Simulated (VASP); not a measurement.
Ti: electric field gradients with PBEsol

The system is Ti.

```
Ti
1.0
     2.96953    0.00000    0.00000
    -1.48477    2.57169    0.00000
     0.00000    0.00000    4.71703
Ti
2
Direct
  0.33333 0.66667 0.25000
  0.66667 0.33333 0.75000
```

```
Program                : VASP 6.6.1
Task                   : electric field gradients
Functional             : PBEsol
Potentials or basis    : VASP PAW PBE potentials, release 64 (Ti_sv)
Cutoff                 : 520 eV
k mesh                 : 14 × 14 × 8
Occupations            : fermi-dirac, width 0.05 eV
Spin                   : no spin polarisation
Dipole correction      : no
Further INCAR settings : ALGO = Normal; EDIFF = 1e-08; NBANDS = 19
```

```
Pressure                                : -7.9 GPa
Band gap on the k mesh                  : zero (bands 12 and 13 overlap by 1.02 eV)
Largest electric field gradient by atom : Ti +15.8 V/Å²
```

Stress tensor (GPa, compression positive):
```
-7.73  0.00  0.00
 0.00 -7.73  0.00
 0.00  0.00 -8.30
```

Levels at points of the mesh, in eV from the Fermi level:
| k point | band 10 | band 11 | band 12 | band 13 | band 14 | band 15 |
| --- | --- | --- | --- | --- | --- | --- |
| (0.00, 0.00, 0.00) | -2.61 | 0.66 | 0.76 | 0.76 | 0.84 | 1.23 |
| (0.50, 0.00, 0.00) | -2.06 | -1.76 | -0.64 | 0.48 | 0.58 | 1.11 |
| (0.00, 0.00, 0.50) | -4.32 | 0.08 | 0.08 | 0.67 | 0.67 | 0.67 |
| (0.50, 0.00, 0.50) | -2.46 | -0.78 | -0.78 | 1.24 | 1.24 | 1.66 |

Electric field gradients, principal values (V/Å²):
```
atom   least  middle  greatest (by size)
1 Ti  -7.899  -7.900              15.800
2 Ti  -7.899  -7.900              15.800
```

Run time: 2.1 min on 1 thread of Intel Xeon 8259CL, on a shared host, peak memory 0.2 GiB.

Caveat: the cell stands under tension; without QUAD_EFG the Cq values of the log hold for a quadrupole moment of 1 mb, not for the nuclei; the PAW data sets were made with another functional, which shifts forces and pressure a little.
